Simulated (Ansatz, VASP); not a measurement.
## Two plane-wave programs on W

```xyz
1
Lattice="-1.5922 1.5922 1.5922 1.5922 -1.5922 1.5922 1.5922 1.5922 -1.5922" Properties=species:S:1:pos:R:3 pbc="T T T"
W     0.0000    0.0000    0.0000
```

Alike in both runs: task single point; functional PBE; k mesh 15 × 15 × 15; occupations fermi-dirac, width 0.1 eV; no spin polarisation.

|  | VASP | Ansatz |
| --- | --- | --- |
| version | VASP 6.6.1 | Ansatz 0.2.0 |
| potentials or method | VASP PAW PBE potentials, release 64 (W_sv), cutoff 520 eV | plane waves (420 eV) with PAW, scalar-relativistic |
| valence electrons in the cell | 14 | 14 |

```csv
,VASP,Ansatz,Ansatz less VASP
pressure (GPa),0.4,-0.1,-0.49
```

Neither program's run includes spin-orbit coupling.
